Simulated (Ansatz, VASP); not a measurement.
CaO: VASP beside Ansatz

```
CELL_PARAMETERS angstrom
0.00000 2.44900 2.44900
2.44900 0.00000 2.44900
2.44900 2.44900 0.00000
ATOMIC_POSITIONS crystal
Ca 0.00000 0.00000 0.00000
O 0.50000 0.50000 0.50000
```

Alike in both runs: task electric field gradients; functional PBE; k mesh 9 × 9 × 9; occupations fermi-dirac, width 0.03 eV; no spin polarisation.

|  | VASP | Ansatz |
| --- | --- | --- |
| version | VASP 6.6.1 | Ansatz 0.2.0 |
| potentials or method | VASP PAW PBE potentials, release 64 (Ca_sv, O) | PAW with Ansatz's default frozen-core files, scalar-relativistic |
| plane-wave cutoff (eV) | 520 | 420 |
| valence electrons in the cell | 16 | 16 |

```csv
,VASP,Ansatz,Ansatz less VASP
gap on the k mesh at the Fermi level (eV),3.70,3.71,+0.015
pressure (GPa),-3.5,-4.0,-0.46
```
